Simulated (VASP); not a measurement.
# AlGaN2 (P-4m2) in VASP: further runs

Runs on AlGaN2. Level: r2SCAN. Tasks: single point.

Program: VASP 6.6.1. These are calculated values, not measurements. Logs are shortened: lines on timing, memory, paths and dates and some standing lists are left out, and cuts for length are marked.

## 1. The cell of the first run

It takes space group P-4m2 (No. 115, tetragonal). Conventional cell: a = 3.141 Å, b = 3.141 Å, c = 4.424 Å, α = 90.00°, β = 90.00°, γ = 90.00°. Al (site symmetry -4m2) has 4 N at 1.94 Å within 2.6 Å. Within 2.5 Å of Ga (site symmetry -4m2) lie 4 N at 1.90 Å. N (site symmetry 2mm) has 2 Ga at 1.90 Å and 2 Al at 1.94 Å within 2.5 Å.

## 2. Single point, r2SCAN (mode 12 (706.6 1/cm) frozen in, largest displacement -0.090 Å)

Input file POSCAR:

```
AlGaN2
1.0
    3.1408770487      0.0000000000      0.0000000000
    0.0000000000      3.1408770487      0.0000000000
    0.0000000000      0.0000000000      4.4238379400
Al Ga N
1 1 2
Direct
    0.5000000000      0.5000000000      0.5000000000
    0.0000000000      0.0000000000      0.0000000000
    0.5000000000      0.0000000000      0.7586091357
    0.0000000000      0.5000000000      0.2413908643
```

Input file INCAR.step1:

```
SYSTEM = AlGaN2
ALGO = Normal
EDIFF = 1E-4
ENCUT = 520
GGA = PE
ISMEAR = 0
LASPH = .True.
LCHARG = .False.
LREAL = .False.
LWAVE = .True.
NBANDS = 21
NELM = 60
PREC = Accurate
SIGMA = 0.05
```

Input file INCAR.step2:

```
SYSTEM = AlGaN2
ALGO = Normal
EDIFF = 1E-6
ENCUT = 520
ISIF = 2
ISMEAR = 0
ISTART = 1
LASPH = .True.
LCHARG = .True.
LELF = .True.
LMIXTAU = .True.
LREAL = .False.
LVHAR = .True.
LWAVE = .False.
METAGGA = R2SCAN
NBANDS = 21
NELM = 60
PREC = Accurate
SIGMA = 0.05
```

Input file KPOINTS:

```
k-points
0
Gamma
  8 8 6
  0 0 0
```

Potentials or basis: VASP PAW PBE potentials, release 64 (Al, Ga_d, N).

The run is started by

```console
$ cat potpaw_PBE.64/Al/POTCAR potpaw_PBE.64/Ga_d/POTCAR potpaw_PBE.64/N/POTCAR > POTCAR
$ cp INCAR.step1 INCAR
$ mpirun -np 1 vasp_std > vasp.out
$ cp INCAR.step2 INCAR
$ mpirun -np 1 vasp_std > vasp.out
```

OUTCAR:

```text
SYSTEM = AlGaN2
   EDIFF = 1E-6
   ENCUT = 520
   ISIF = 2
   ISMEAR = 0
   ISTART = 1
   LASPH = .True.
   LREAL = .False.
   METAGGA = R2SCAN
   NELM = 60
   PREC = Accurate

 ion  position               nearest neighbor table
   1  0.500  0.500  0.500-   3 1.94   4 1.94   3 1.94   4 1.94   2 3.13   2 3.13   2 3.13   2 3.13
                             2 3.13   2 3.13   2 3.13   2 3.13
   2  0.000  0.000  0.000-   3 1.90   4 1.90   4 1.90   3 1.90   1 3.13   1 3.13   1 3.13   1 3.13
                             1 3.13   1 3.13   1 3.13   1 3.13
   3  0.500  0.000  0.759-   2 1.90   2 1.90   1 1.94   1 1.94
   4  0.000  0.500  0.241-   2 1.90   2 1.90   1 1.94   1 1.94

  LATTYP: Found a simple tetragonal cell.
 ALAT       =     3.1408770487
 C/A-ratio  =     1.4084721788

  Lattice vectors:

 A1 = (   3.1408770487,   0.0000000000,   0.0000000000)
 A2 = (   0.0000000000,   3.1408770487,   0.0000000000)
 A3 = (   0.0000000000,   0.0000000000,   4.4238379400)

Analysis of symmetry for initial positions (statically):
=====================================================================
 Subroutine PRICEL returns:
 Original cell was already a primitive cell.

 Routine SETGRP: Setting up the symmetry group for a
 simple tetragonal supercell.

 Subroutine GETGRP returns: Found  8 space group operations
 (whereof  8 operations were pure point group operations)
 out of a pool of 16 trial point group operations.

The static configuration has the point symmetry D_2d.

Analysis of symmetry for dynamics (positions and initial velocities):
=====================================================================
 Subroutine PRICEL returns:
 Original cell was already a primitive cell.

 Routine SETGRP: Setting up the symmetry group for a
 simple tetragonal supercell.

 Subroutine GETGRP returns: Found  8 space group operations
 (whereof  8 operations were pure point group operations)
 out of a pool of 16 trial point group operations.

The dynamic configuration has the point symmetry D_2d.

 Subroutine INISYM returns: Found  8 space group operations
 (whereof  8 operations are pure point group operations),
 and found     1 'primitive' translations

----------------------------------------------------------------------------------------

                                     Primitive cell

  volume of cell :      43.6416

  direct lattice vectors                    reciprocal lattice vectors
     3.140877049  0.000000000  0.000000000     0.318382409  0.000000000  0.000000000
     0.000000000  3.140877049  0.000000000     0.000000000  0.318382409  0.000000000
     0.000000000  0.000000000  4.423837940     0.000000000  0.000000000  0.226048064

  length of vectors
     3.140877049  3.140877049  4.423837940     0.318382409  0.318382409  0.226048064

  position of ions in fractional coordinates (direct lattice)
     0.500000000  0.500000000  0.500000000
     0.000000000  0.000000000  0.000000000
     0.500000000  0.000000000  0.758609136
     0.000000000  0.500000000  0.241390864

  ion indices of the primitive-cell ions
   primitive index   ion index
                 1           1
                 2           2
                 3           3
                 4           4

----------------------------------------------------------------------------------------

 KPOINTS: k-points

Automatic generation of k-mesh.
 Grid dimensions read from file:
 generate k-points for:    8    8    6

 Generating k-lattice:

  Cartesian coordinates                     Fractional coordinates (reciprocal lattice)
     0.039797801  0.000000000  0.000000000     0.125000000  0.000000000  0.000000000
     0.000000000  0.039797801  0.000000000     0.000000000  0.125000000  0.000000000
     0.000000000  0.000000000  0.037674677     0.000000000  0.000000000  0.166666667

  Length of vectors
     0.039797801  0.039797801  0.037674677

  Shift w.r.t. Gamma in fractional coordinates (k-lattice)
     0.000000000  0.000000000  0.000000000

 Subroutine IBZKPT returns following result:
 ===========================================

 Found     60 irreducible k-points:

 Following reciprocal coordinates:
            Coordinates               Weight
  0.000000  0.000000  0.000000      1.000000
  0.125000  0.000000  0.000000      4.000000
  0.250000  0.000000  0.000000      4.000000
  0.375000  0.000000  0.000000      4.000000
  0.500000  0.000000  0.000000      2.000000
  0.125000  0.125000  0.000000      4.000000
[... 16 lines left out ...]
  0.375000  0.125000  0.166667     16.000000
  0.500000  0.125000  0.166667      8.000000
 [... further k-points ...]
   k-points           NKPTS =     60   k-points in BZ     NKDIM =     60   number of bands    NBANDS=     21
   number of dos      NEDOS =    301   number of ions     NIONS =      4
   total plane-waves  NPLWV =  20736
   dimension x,y,z NGX =    24 NGY =   24 NGZ =   36
   dimension x,y,z NGXF=    48 NGYF=   48 NGZF=   72
[... 26 lines left out ...]
   EMIN   =  10.00;   EMAX   =-10.00  energy-range for DOS
   EFERMI =   0.00;   METHOD = LEGACY
   ISMEAR =     0;   SIGMA  =   0.05  broadening in eV -4-tet -1-fermi 0-gaus
   EFERMI_NEDOS =   21; number of points for ismear=-14 and -15
   IALGO  =     38    algorithm
   IMIX   =      4    mixing-type and parameters
     AMIX     =   0.40;   BMIX     =  1.00
     AMIX_MAG =   1.60;   BMIX_MAG =  1.00
  volume/ion in A,a.u.               =      10.91        73.63
  Fermi-wavevector in a.u.,A,eV,Ry     =   1.377523  2.603141 25.818009  1.897570
  Thomas-Fermi vector in A             =   2.502669
   LORBIT       =      0    0 simple, 1 ext, 2 COOP (PROOUT), +10 PAW based schemes
   METAGGA = R2SCAN    functional components
   LHFCALC =     F    Hartree Fock is set to
   AEXX    =    0.0000 exact exchange contribution
   IVDW    =     0    specifies the selected vdW correction
   LEPSILON=     F    determine dielectric tensor
   LRPA    =     F    only Hartree local field effects (RPA)
 non-spin polarized calculation
 Gauss-broadening in eV      SIGMA  =   0.05
  energy-cutoff  :      520.00
  volume of cell :       43.64
 maximum number of plane-waves:      1208
 NGX is ok and might be reduce to    24
   NGX = 11   NGY = 11   NGZ = 17

 number of electron      25.9999982 magnetization

 Free energy of the ion-electron system (eV)
  ---------------------------------------------------
  ext. energy  EPLUGINS =         0.00000000
  ---------------------------------------------------
  free energy    TOTEN  =       -40.86535319 eV

  energy without entropy =      -40.86535319  energy(sigma->0) =      -40.86535319

 E-fermi :   5.7524     XC(G=0): -12.0625

 val. band max:        5.4745461062   @ k =   0.0000   0.0000   0.0000
 cond. band min:       8.8410382487   @ k =   0.0000   0.0000   0.0000
 fundamental gap:      3.3664921425
 Fermi energy:         5.7523937680

 k-point     1 :       0.0000    0.0000    0.0000
  band No.  band energies     occupation
      1     -10.9372      2.00000
      2      -9.3956      2.00000
      3      -7.7787      2.00000
      4      -7.7787      2.00000
      5      -7.6878      2.00000
      6      -7.4681      2.00000
[... 13 lines left out ...]
     20      18.9292      0.00000
     21      21.3819      0.00000

 k-point     2 :       0.1250    0.0000    0.0000
  band No.  band energies     occupation
      1     -10.8042      2.00000
      2      -9.3933      2.00000
      3      -7.7756      2.00000
      4      -7.7753      2.00000
      5      -7.6686      2.00000
      6      -7.4810      2.00000
[... 13 lines left out ...]
     20      18.7484      0.00000
     21      20.9352      0.00000

 k-point     3 :       0.2500    0.0000    0.0000
  band No.  band energies     occupation
      1     -10.4480      2.00000
      2      -9.4033      2.00000
      3      -7.7681      2.00000
      4      -7.7331      2.00000
      5      -7.6017      2.00000
      6      -7.5119      2.00000
[... 13 lines left out ...]
     20      18.2995      0.00000
     21      19.8954      0.00000
[... 457 lines left out ...]
 k-point    23 :       0.3750    0.1250    0.1667
  band No.  band energies     occupation
      1      -9.8760      2.00000
      2      -9.4545      2.00000
      3      -7.7637      2.00000
      4      -7.6224      2.00000
      5      -7.5680      2.00000
      6      -7.3323      2.00000
[... 13 lines left out ...]
     20      18.3231      0.00000
     21      18.7480      0.00000

 k-point    24 :       0.5000    0.1250    0.1667
  band No.  band energies     occupation
      1      -9.6390      2.00000
      2      -9.5424      2.00000
      3      -7.7570      2.00000
      4      -7.6059      2.00000
      5      -7.5806      2.00000
      6      -7.0305      2.00000
[... 13 lines left out ...]
     20      18.3642      0.00000
     21      18.5180      0.00000

 [... further k-points ...]

------------------------ aborting loop because EDIFF is reached ----------------------------------------

  FORCE on cell =-STRESS in cart. coord.  units (eV):
  Direction    XX          YY          ZZ          XY          YZ          ZX
  --------------------------------------------------------------------------------------
  -------------------------------------------------------------------------------------
  Total        0.4291968      0.4291968      0.2665425      0.0000000      0.0000000      0.0000000
  in kB       15.7567258     15.7567258      9.7853403      0.0000000      0.0000000      0.0000000
  external PRESSURE =      13.7662639 kB  Pullay stress =       0.0000000 kB

 VOLUME and BASIS-vectors are now :
 -----------------------------------------------------------------------------
  energy-cutoff  :      520.00
  volume of cell :       43.64
      direct lattice vectors                 reciprocal lattice vectors
     3.140877049  0.000000000  0.000000000     0.318382409  0.000000000  0.000000000
     0.000000000  3.140877049  0.000000000     0.000000000  0.318382409  0.000000000
     0.000000000  0.000000000  4.423837940     0.000000000  0.000000000  0.226048064

 POSITION                                       TOTAL-FORCE (eV/Angst)
 -----------------------------------------------------------------------------------
      1.57044      1.57044      2.21192         0.000000      0.000000      0.000000
      0.00000      0.00000      0.00000         0.000000      0.000000      0.000000
      1.57044      0.00000      3.35596         0.000000     -0.000000     -2.341258
      0.00000      1.57044      1.06787         0.000000     -0.000000      2.341258
 -----------------------------------------------------------------------------------
    total drift:                                0.000000      0.000000      0.000000

  FREE ENERGIE OF THE ION-ELECTRON SYSTEM (eV)
  ---------------------------------------------------
  free  energy   TOTEN  =       -40.8653531894 eV

  energy  without entropy=      -40.8653531894  energy(sigma->0) =      -40.86535319
```

Wall time 1.8 min (1 thread of AMD EPYC 9R45 (Zen 5), shared host); peak memory 0.17 GiB.

What came out:

| Property | Result |
| --- | --- |
| Free energy | -40.8654 eV |
| Pressure | 1.4 GPa |
| Largest force | 2.341 eV/Å |
| Band gap on the k mesh | 3.37 eV, direct |

Forces on the atoms (eV/Å):
```
Al   0.000  0.000  0.000
Ga   0.000  0.000  0.000
N    0.000  0.000 -2.341
N    0.000  0.000  2.341
```

Caveat: the cell differs from its parent crystal (mode 12 (706.6 1/cm) frozen in, largest displacement -0.090 Å); the PAW data sets were made with another functional, which shifts forces and pressure a little. A k mesh can miss the band edges.

## 3. Single point, r2SCAN (mode 12 (706.6 1/cm) frozen in, largest displacement +0.060 Å)

POSCAR: that of step 2 with these lines changed.

```diff
@@ -10,3 +10,3 @@
     0.0000000000      0.0000000000      0.0000000000
-    0.5000000000      0.0000000000      0.7586091357
-    0.0000000000      0.5000000000      0.2413908643
+    0.5000000000      0.0000000000      0.7247019262
+    0.0000000000      0.5000000000      0.2752980738
```

Input file INCAR.step1:

```
SYSTEM = AlGaN2
PREC = Accurate ; ENCUT = 520
ISMEAR = 0 ; SIGMA = 0.05
LREAL = .FALSE. ; LASPH = .TRUE.
NELM = 80 ; NBANDS = 21
GGA = PE ; ALGO = Normal
EDIFF = 1E-4 ; LWAVE = .TRUE.
LCHARG = .FALSE.
```

Input file INCAR.step2:

```
SYSTEM = AlGaN2
PREC = Accurate ; ENCUT = 520
EDIFF = 1E-6 ; ISMEAR = 0
SIGMA = 0.05 ; LREAL = .FALSE.
LASPH = .TRUE. ; NELM = 80
ALGO = Normal ; ISIF = 2
LWAVE = .FALSE. ; LCHARG = .FALSE.
METAGGA = R2SCAN ; LMIXTAU = .TRUE.
NBANDS = 21 ; ISTART = 1
```

Input file KPOINTS:

```
regular mesh
0
G
  8 8 6
  0 0 0
```

Potentials or basis: VASP PAW PBE potentials, release 64 (Al, Ga_d, N).

The run is started by

```console
$ cat potpaw_PBE.64/Al/POTCAR potpaw_PBE.64/Ga_d/POTCAR potpaw_PBE.64/N/POTCAR > POTCAR
$ cp INCAR.step1 INCAR
$ mpirun -np 1 vasp_std > vasp.out
$ cp INCAR.step2 INCAR
$ mpirun -np 1 vasp_std > vasp.out
```

Wall time 89 s (1 thread of AMD EPYC 9R45 (Zen 5), shared host); peak memory 0.17 GiB.

The run converged. Its results:

- Free energy: -40.9819 eV
- Pressure: 0.5 GPa
- Largest force: 1.540 eV/Å
- Band gap on the k mesh: 3.25 eV, direct

Forces in eV/Å, atoms in the order of the input:
```
Al   0.000  0.000  0.000
Ga   0.000  0.000  0.000
N    0.000  0.000  1.540
N    0.000  0.000 -1.540
```

Stress tensor (GPa, compression positive):
```
 1.22  0.00  0.00
 0.00  1.22  0.00
 0.00  0.00 -0.93
```

Levels at points of the mesh, in eV from the valence-band top:
```tsv
k point	band 9	band 10	band 11	band 12	band 13	band 14	band 15	band 16	band 17	band 18
(0.00, 0.00, 0.00)	-2.43	-2.43	-0.48	0.00	0.00	3.25	4.37	8.39	11.82	11.82
(0.50, 0.00, 0.00)	-4.59	-3.02	-2.92	-1.21	-0.58	7.36	7.36	8.79	9.17	11.53
(0.50, 0.50, 0.00)	-5.15	-2.40	-2.26	-2.26	-2.16	3.79	3.79	6.47	9.46	14.13
(0.00, 0.00, 0.50)	-2.50	-1.71	-1.71	-0.95	-0.95	5.78	6.08	8.40	10.10	11.70
(0.50, 0.00, 0.50)	-6.27	-1.20	-0.93	-0.62	-0.45	5.51	7.04	10.04	10.15	10.78
(0.50, 0.50, 0.50)	-4.63	-4.09	-3.28	-3.21	-3.21	6.80	6.80	8.88	11.01	11.75
```

Caveat: the cell differs from its parent crystal (mode 12 (706.6 1/cm) frozen in, largest displacement +0.060 Å); the PAW data sets were made with another functional, which shifts forces and pressure a little.

## 4. Single point, r2SCAN (mode 12 (706.6 1/cm) frozen in, largest displacement -0.030 Å)

POSCAR: that of step 3 with these lines changed.

```diff
@@ -10,3 +10,3 @@
     0.0000000000      0.0000000000      0.0000000000
-    0.5000000000      0.0000000000      0.7247019262
-    0.0000000000      0.5000000000      0.2752980738
+    0.5000000000      0.0000000000      0.7450462519
+    0.0000000000      0.5000000000      0.2549537481
```

Input file INCAR.step1:

```
PREC = Accurate
ENCUT = 520
ISMEAR = 0
SIGMA = 0.05
LREAL = False
LASPH = True
NELM = 60
NBANDS = 21
GGA = PE
ALGO = Normal
EDIFF = 1E-4
LWAVE = True
LCHARG = False
```

Input file INCAR.step2:

```
PREC = Accurate
ENCUT = 520
EDIFF = 1E-7
ISMEAR = 0
SIGMA = 0.05
LREAL = False
LASPH = True
NELM = 60
ALGO = Normal
ISIF = 2
LWAVE = False
LCHARG = False
METAGGA = R2SCAN
LMIXTAU = True
NBANDS = 21
ISTART = 1
```

Input file KPOINTS:

```
Automatic mesh
0
Gamma
  8 8 6
```

The run is started by

```console
$ cat potpaw_PBE.64/Al/POTCAR potpaw_PBE.64/Ga_d/POTCAR potpaw_PBE.64/N/POTCAR > POTCAR
$ cp INCAR.step1 INCAR
$ mpirun -np 1 vasp_std > vasp.out
$ cp INCAR.step2 INCAR
$ mpirun -np 1 vasp_std > vasp.out
```

Run time: 1.9 min. Hardware: 1 thread of AMD EPYC 9R45 (Zen 5), shared host; peak memory 0.17 GiB.

It converged, with:

| Property | Result |
| --- | --- |
| Free energy | -41.0523 eV |
| Pressure | 0.1 GPa |
| Largest force | 0.776 eV/Å |
| Band gap on the k mesh | 3.39 eV, direct |

Forces on the atoms (eV/Å):
```
Al   0.000  0.000  0.000
Ga   0.000  0.000  0.000
N    0.000  0.000 -0.776
N    0.000  0.000  0.776
```

Stress tensor (GPa, compression positive):
```
-0.02  0.00  0.00
 0.00 -0.02  0.00
 0.00  0.00  0.38
```

Levels at points of the mesh, in eV from the valence-band top:
```tsv
k point	band 10	band 11	band 12	band 13	band 14	band 15	band 16	band 17
(0.00, 0.00, 0.00)	-2.39	-0.13	0.00	0.00	3.39	3.98	8.34	12.14
(0.50, 0.00, 0.00)	-3.00	-2.85	-0.99	-0.72	7.89	7.95	8.65	9.14
(0.50, 0.50, 0.00)	-2.36	-2.34	-2.34	-2.33	3.84	3.84	7.20	9.52
(0.00, 0.00, 0.50)	-1.64	-1.64	-0.98	-0.98	5.85	5.91	8.80	10.05
(0.50, 0.00, 0.50)	-0.97	-0.91	-0.61	-0.60	5.89	7.34	9.97	10.27
(0.50, 0.50, 0.50)	-3.99	-3.37	-3.25	-3.25	6.75	6.75	9.92	11.91
```

Caveat: the cell differs from its parent crystal (mode 12 (706.6 1/cm) frozen in, largest displacement -0.030 Å); the PAW data sets were made with another functional, which shifts forces and pressure a little.

## 5. Single point, r2SCAN (mode 12 (706.6 1/cm) frozen in, largest displacement +0.105 Å)

POSCAR: that of step 4 with these lines changed.

```diff
@@ -10,3 +10,3 @@
     0.0000000000      0.0000000000      0.0000000000
-    0.5000000000      0.0000000000      0.7450462519
-    0.0000000000      0.5000000000      0.2549537481
+    0.5000000000      0.0000000000      0.7145297633
+    0.0000000000      0.5000000000      0.2854702367
```

Input file INCAR.step1:

```
ALGO = Normal
EDIFF = 1E-4
ENCUT = 520
GGA = PE
ISMEAR = 0
LASPH = T
LCHARG = F
LREAL = F
LWAVE = T
NBANDS = 21
NELM = 80
PREC = Accurate
SIGMA = 0.05
```

Input file INCAR.step2:

```
ALGO = Normal
EDIFF = 1E-7
ENCUT = 520
ISIF = 2
ISMEAR = 0
ISTART = 1
LASPH = T
LCHARG = F
LMIXTAU = T
LREAL = F
LWAVE = F
METAGGA = R2SCAN
NBANDS = 21
NELM = 80
PREC = Accurate
SIGMA = 0.05
```

Input file KPOINTS:

```
k-points
0
Gamma
  8 8 6
```

The run is started by

```console
$ cat potpaw_PBE.64/Al/POTCAR potpaw_PBE.64/Ga_d/POTCAR potpaw_PBE.64/N/POTCAR > POTCAR
$ cp INCAR.step1 INCAR
$ mpirun -np 1 vasp_std > vasp.out
$ cp INCAR.step2 INCAR
$ mpirun -np 1 vasp_std > vasp.out
```

It took 1.9 min on 1 thread of AMD EPYC 9R45 (Zen 5), shared host; peak memory 0.17 GiB.

Results (log left out):

```
Free energy            : -40.7920 eV
Pressure               : 1.7 GPa
Largest force          : 2.663 eV/Å
Band gap on the k mesh : 3.11 eV, direct
```

Forces on the atoms (eV/Å):
```
Al   0.000  0.000  0.000
Ga   0.000  0.000  0.000
N    0.000  0.000  2.663
N    0.000  0.000 -2.663
```

Stress tensor (GPa, compression positive):
```
 3.40  0.00  0.00
 0.00  3.40  0.00
 0.00  0.00 -1.77
```

Levels at points of the mesh, in eV from the valence-band top:
| k point | band 10 | band 11 | band 12 | band 13 | band 14 | band 15 | band 16 | band 17 |
| --- | --- | --- | --- | --- | --- | --- | --- | --- |
| (0.00, 0.00, 0.00) | -2.50 | -0.71 | 0.00 | 0.00 | 3.11 | 4.59 | 8.39 | 11.56 |
| (0.50, 0.00, 0.00) | -3.13 | -2.90 | -1.35 | -0.54 | 6.93 | 6.98 | 8.76 | 9.18 |
| (0.50, 0.50, 0.00) | -2.43 | -2.24 | -2.24 | -2.06 | 3.71 | 3.71 | 6.04 | 9.26 |
| (0.00, 0.00, 0.50) | -1.84 | -1.84 | -0.89 | -0.89 | 5.74 | 6.06 | 8.21 | 10.10 |
| (0.50, 0.00, 0.50) | -1.34 | -0.96 | -0.62 | -0.41 | 5.22 | 6.76 | 10.02 | 10.05 |
| (0.50, 0.50, 0.50) | -4.16 | -3.25 | -3.21 | -3.21 | 6.77 | 6.77 | 8.37 | 10.51 |

Caveat: the cell differs from its parent crystal (mode 12 (706.6 1/cm) frozen in, largest displacement +0.105 Å); the PAW data sets were made with another functional, which shifts forces and pressure a little. A k mesh can miss the band edges.
